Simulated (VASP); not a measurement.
# CaO (I4mm) in VASP: a series of runs, part 2 of 2

VASP 6.6.1. Earlier steps stand in the parts before.

## Step 4: Single point, PBE (all Ca atoms moved +0.075 Å, as atom 1 along Cartesian [0 0 1])

INCAR

```
SYSTEM = CaO
PREC     = Accurate       ! precision mode
ENCUT    = 520            ! plane-wave cutoff, eV
EDIFF    = 1E-6           ! SCF threshold, eV
ISMEAR   = 0              ! smearing method
SIGMA    = 0.05           ! smearing width, eV
LREAL    = .FALSE.        ! projectors in reciprocal space
LASPH    = .TRUE.         ! aspherical terms in the spheres
NELM     = 60             ! most SCF steps
ALGO     = Normal         ! electronic algorithm
ISIF     = 2              ! what is computed and relaxed
LWAVE    = .FALSE.        ! write WAVECAR
LCHARG   = .FALSE.        ! write CHGCAR
GGA      = PE             ! functional
NBANDS   = 15             ! bands
```

KPOINTS

```
regular mesh
0
G
  8 8 8
  0 0 0
```

POSCAR

```
CaO
1.0
    0.0000000000      2.4490000000      2.4490000000
    2.4490000000      0.0000000000      2.4490000000
    2.4490000000      2.4490000000      0.0000000000
Ca O
1 1
Direct
    0.0153123724      0.0153123724     -0.0153123724
    0.5000000000      0.5000000000      0.5000000000
```

Potentials or basis: VASP PAW PBE potentials, release 64 (Ca_sv, O).

Started as:

```bash
$ cat potpaw_PBE.64/Ca_sv/POTCAR potpaw_PBE.64/O/POTCAR > POTCAR
$ mpirun -np 1 vasp_std > vasp.out
```

OUTCAR:

```text
SYSTEM = CaO
   PREC = Accurate
   ENCUT = 520
   EDIFF = 1E-6
   ISMEAR = 0
   LREAL = .FALSE.
   LASPH = .TRUE.
   NELM = 60
   ISIF = 2
   GGA = PE

 ion  position               nearest neighbor table
   1  0.015  0.015  0.985-   2 2.37   2 2.45   2 2.45   2 2.45   2 2.45   2 2.52
   2  0.500  0.500  0.500-   1 2.37   1 2.45   1 2.45   1 2.45   1 2.45   1 2.52

  LATTYP: Found a face centered cubic cell.
 ALAT       =     4.8980000000

  Lattice vectors:

 A1 = (   0.0000000000,   2.4490000000,   2.4490000000)
 A2 = (   2.4490000000,   0.0000000000,   2.4490000000)
 A3 = (   2.4490000000,   2.4490000000,   0.0000000000)

Analysis of symmetry for initial positions (statically):
=====================================================================
 Subroutine PRICEL returns:
 Original cell was already a primitive cell.

 Routine SETGRP: Setting up the symmetry group for a
 face centered cubic supercell.

 Subroutine GETGRP returns: Found  8 space group operations
 (whereof  8 operations were pure point group operations)
 out of a pool of 48 trial point group operations.

The static configuration has the point symmetry C_4v.

Analysis of symmetry for dynamics (positions and initial velocities):
=====================================================================
 Subroutine PRICEL returns:
 Original cell was already a primitive cell.

 Routine SETGRP: Setting up the symmetry group for a
 face centered cubic supercell.

 Subroutine GETGRP returns: Found  8 space group operations
 (whereof  8 operations were pure point group operations)
 out of a pool of 48 trial point group operations.

The dynamic configuration has the point symmetry C_4v.

 Subroutine INISYM returns: Found  8 space group operations
 (whereof  8 operations are pure point group operations),
 and found     1 'primitive' translations

----------------------------------------------------------------------------------------

                                     Primitive cell

  volume of cell :      29.3762

  direct lattice vectors                    reciprocal lattice vectors
     0.000000000  2.449000000  2.449000000    -0.204164965  0.204164965  0.204164965
     2.449000000  0.000000000  2.449000000     0.204164965 -0.204164965  0.204164965
     2.449000000  2.449000000  0.000000000     0.204164965  0.204164965 -0.204164965

  length of vectors
     3.463409014  3.463409014  3.463409014     0.353624093  0.353624093  0.353624093

  position of ions in fractional coordinates (direct lattice)
     0.015312372  0.015312372  0.984687628
     0.500000000  0.500000000  0.500000000

  ion indices of the primitive-cell ions
   primitive index   ion index
                 1           1
                 2           2

----------------------------------------------------------------------------------------

 KPOINTS: regular mesh

Automatic generation of k-mesh.
 Grid dimensions read from file:
 generate k-points for:    8    8    8

 Generating k-lattice:

  Cartesian coordinates                     Fractional coordinates (reciprocal lattice)
    -0.025520621  0.025520621  0.025520621     0.125000000  0.000000000  0.000000000
     0.025520621 -0.025520621  0.025520621     0.000000000  0.125000000  0.000000000
     0.025520621  0.025520621 -0.025520621     0.000000000  0.000000000  0.125000000

  Length of vectors
     0.044203012  0.044203012  0.044203012

  Shift w.r.t. Gamma in fractional coordinates (k-lattice)
     0.000000000  0.000000000  0.000000000

 Subroutine IBZKPT returns following result:
 ===========================================

 Found     59 irreducible k-points:

 Following reciprocal coordinates:
            Coordinates               Weight
  0.000000  0.000000  0.000000      1.000000
  0.125000  0.000000  0.000000      8.000000
  0.250000  0.000000  0.000000      8.000000
  0.375000  0.000000  0.000000      8.000000
  0.500000  0.000000  0.000000      4.000000
  0.125000  0.125000  0.000000      2.000000
[... 16 lines left out ...]
  0.000000  0.375000  0.250000     16.000000
  0.500000  0.250000  0.000000      8.000000
 [... further k-points ...]
   k-points           NKPTS =     59   k-points in BZ     NKDIM =     59   number of bands    NBANDS=     15
   number of dos      NEDOS =    301   number of ions     NIONS =      2
   total plane-waves  NPLWV =  21952
   dimension x,y,z NGX =    28 NGY =   28 NGZ =   28
   dimension x,y,z NGXF=    56 NGYF=   56 NGZF=   56
   ions per type =               1   1
   NGX,Y,Z   is equivalent  to a cutoff of  13.44, 13.44, 13.44 a.u.
   NGXF,Y,Z  is equivalent  to a cutoff of  26.88, 26.88, 26.88 a.u.
 SYSTEM =  CaO
   PREC   = accura    normal or accurate (medium, high low for compatibility)
   ISTART =      0    job   : 0-new  1-cont  2-samecut
   ICHARG =      2    charge: 1-file 2-atom 10-const
   ISPIN  =      1    spin polarized calculation?
   LNONCOLLINEAR =      F non collinear calculations
   LSORBIT =      F    spin-orbit coupling
   LASPH  =      T    aspherical Exc in radial PAW
   ENCUT  =  520.0 eV  38.22 Ry    6.18 a.u.   6.44  6.44  6.44*2*pi/ulx,y,z
   NELM   =     60;   NELMIN=  2; NELMDL= -5     # of ELM steps
   EDIFF  = 0.1E-05   stopping-criterion for ELM
   LREAL  =      F    real-space projection
   EDIFFG = 0.1E-04   stopping-criterion for IOM
   NSW    =      0    number of steps for IOM
   IBRION =     -1    ionic relax: 0-MD 1-quasi-New 2-CG
   NFREE  =      0    steps in history (QN), initial steepest desc. (CG)
   ISIF   =      2    stress and relaxation
   ISYM   =      2    0-nonsym 1-usesym 2-fastsym
   POTIM  = 0.5000    time-step for ionic-motion
   TEBEG  =    0.0;   TEEND  =   0.0 temperature during run
   PSTRESS=    0.0 pullay stress
   NELECT =      16.0000    total number of electrons
   NUPDOWN=      -1.0000    fix difference up-down
   EMIN   =  10.00;   EMAX   =-10.00  energy-range for DOS
   EFERMI =   0.00;   METHOD = LEGACY
   ISMEAR =     0;   SIGMA  =   0.05  broadening in eV -4-tet -1-fermi 0-gaus
   EFERMI_NEDOS =   21; number of points for ismear=-14 and -15
   IALGO  =     38    algorithm
   IMIX   =      4    mixing-type and parameters
     AMIX     =   0.40;   BMIX     =  1.00
     AMIX_MAG =   1.60;   BMIX_MAG =  1.00
  volume/ion in A,a.u.               =      14.69        99.12
  Fermi-wavevector in a.u.,A,eV,Ry     =   1.336953  2.526474 24.319632  1.787443
  Thomas-Fermi vector in A             =   2.465539
   LORBIT       =      0    0 simple, 1 ext, 2 COOP (PROOUT), +10 PAW based schemes
   GGA     = PE    functional components
   LHFCALC =     F    Hartree Fock is set to
   AEXX    =    0.0000 exact exchange contribution
   IVDW    =     0    specifies the selected vdW correction
   LEPSILON=     F    determine dielectric tensor
   LRPA    =     F    only Hartree local field effects (RPA)
 non-spin polarized calculation
 Gauss-broadening in eV      SIGMA  =   0.05
  energy-cutoff  :      520.00
  volume of cell :       29.38
 maximum number of plane-waves:       817
 NGX is ok and might be reduce to    28
   NGX = 13   NGY = 13   NGZ = 13

 number of electron      16.0000004 magnetization

 Free energy of the ion-electron system (eV)
  ---------------------------------------------------
  ext. energy  EPLUGINS =         0.00000000
  ---------------------------------------------------
  free energy    TOTEN  =       -12.78842468 eV

  energy without entropy =      -12.78842468  energy(sigma->0) =      -12.78842468

 E-fermi :   2.3372     XC(G=0): -10.2010

 val. band max:        2.0226598952   @ k =   0.0000   0.0000   0.0000
 cond. band min:       5.6844754879   @ k =   0.5000   0.5000   0.0000
 fundamental gap:      3.6618155926
 Fermi energy:         2.3372083378

 k-point     1 :       0.0000    0.0000    0.0000
  band No.  band energies     occupation
      1     -35.8297      2.00000
      2     -16.6344      2.00000
      3     -16.6306      2.00000
      4     -16.6306      2.00000
      5     -13.3840      2.00000
      6       2.0210      2.00000
      7       2.0227      2.00000
      8       2.0227      2.00000
      9       6.3023      0.00000
     10       8.1246      0.00000
     11       8.1454      0.00000
     12       8.1454      0.00000
     13       9.5318      0.00000
     14       9.5685      0.00000
[... 401 lines left out ...]
      2     -17.2617      2.00000
      3     -16.8421      2.00000
      4     -16.7491      2.00000
      5     -12.7533      2.00000
      6       0.3097      2.00000
      7       1.0084      2.00000
      8       1.2867      2.00000
      9       7.2713      0.00000
     10       9.5162      0.00000
     11      10.4714      0.00000
     12      10.5757      0.00000
     13      11.2918      0.00000
     14      13.0930      0.00000
     15      15.6388      0.00000

 [... further k-points ...]
[... 5 lines left out ...]
  --------------------------------------------------------------------------------------
  -------------------------------------------------------------------------------------
  Total       -0.6573756     -0.6573756     -0.5333032      0.0000000      0.0000000      0.0000000
  in kB      -35.8531901    -35.8531901    -29.0862978      0.0000000      0.0000000      0.0000000
  external PRESSURE =     -33.5975593 kB  Pullay stress =       0.0000000 kB

 VOLUME and BASIS-vectors are now :
 -----------------------------------------------------------------------------
  energy-cutoff  :      520.00
  volume of cell :       29.38
      direct lattice vectors                 reciprocal lattice vectors
     0.000000000  2.449000000  2.449000000    -0.204164965  0.204164965  0.204164965
     2.449000000  0.000000000  2.449000000     0.204164965 -0.204164965  0.204164965
     2.449000000  2.449000000  0.000000000     0.204164965  0.204164965 -0.204164965

 POSITION                                       TOTAL-FORCE (eV/Angst)
 -----------------------------------------------------------------------------------
      2.44900      2.44900      0.07500         0.000000      0.000000     -0.177335
      2.44900      2.44900      2.44900         0.000000      0.000000      0.177335
 -----------------------------------------------------------------------------------
    total drift:                                0.000000      0.000000      0.000696

  FREE ENERGIE OF THE ION-ELECTRON SYSTEM (eV)
  ---------------------------------------------------
  free  energy   TOTEN  =       -12.7884246802 eV

  energy  without entropy=      -12.7884246802  energy(sigma->0) =      -12.78842468
```

Run time: 14 s. Hardware: 1 thread of Intel Xeon Platinum 8488C (Sapphire Rapids), shared host; peak memory 0.17 GiB.

What came out:

- Free energy: -12.7884 eV
- Pressure: -3.4 GPa
- Largest force: 0.177 eV/Å
- Band gap on the k mesh: 3.66 eV, indirect (least direct gap 4.03 eV)

Forces on the atoms (eV/Å):
```
Ca   0.000  0.000 -0.177
O    0.000  0.000  0.177
```

Stress tensor (GPa, compression positive):
```
-3.59  0.00  0.00
 0.00 -3.59  0.00
 0.00  0.00 -2.91
```

Caveat: the cell differs from its parent crystal (all Ca atoms moved +0.075 Å, as atom 1 along Cartesian [0 0 1]).

## Step 5: Single point, PBE (all Ca atoms moved +0.025 Å, as atom 1 along Cartesian [0 0 1])

Edit INCAR of step 4 so:

```diff
@@ -8,3 +8,3 @@
 LASPH    = .TRUE.         ! aspherical terms in the spheres
-NELM     = 60             ! most SCF steps
+NELM     = 80             ! most SCF steps
 ALGO     = Normal         ! electronic algorithm
```

KPOINTS is that of step 4.

Edit POSCAR of step 4 so:

```diff
@@ -8,3 +8,3 @@
 Direct
-    0.0153123724      0.0153123724     -0.0153123724
+    0.0051041241      0.0051041241     -0.0051041241
     0.5000000000      0.5000000000      0.5000000000
```

Started as:

```bash
$ cat potpaw_PBE.64/Ca_sv/POTCAR potpaw_PBE.64/O/POTCAR > POTCAR
$ mpirun -np 1 vasp_std > vasp.out
```

It took 14 s on 1 thread of Intel Xeon Platinum 8488C (Sapphire Rapids), shared host; peak memory 0.17 GiB.

The run converged. Its results:

```
Free energy            : -12.7942 eV
Pressure               : -3.5 GPa
Largest force          : 0.057 eV/Å
Band gap on the k mesh : 3.65 eV, indirect (least direct gap 4.03 eV)
```

Forces in eV/Å, atoms in the order of the input:
```
Ca   0.000  0.000 -0.057
O    0.000  0.000  0.057
```

Levels at points of the mesh, in eV from the valence-band top:
```csv
k point,band 6,band 7,band 8,band 9,band 10,band 11
"(0.00, 0.00, 0.00)",0.00,0.00,0.00,4.27,6.08,6.09
"(0.50, 0.00, 0.00)",-2.51,-1.09,-1.09,6.79,8.01,8.05
"(0.50, 0.50, 0.00)",-1.31,-0.38,-0.38,3.65,7.63,8.57
"(0.00, 0.50, 0.50)",-1.32,-0.38,-0.38,3.65,7.63,8.57
```

Caveat: the cell differs from its parent crystal (all Ca atoms moved +0.025 Å, as atom 1 along Cartesian [0 0 1]). A k mesh can miss the band edges.
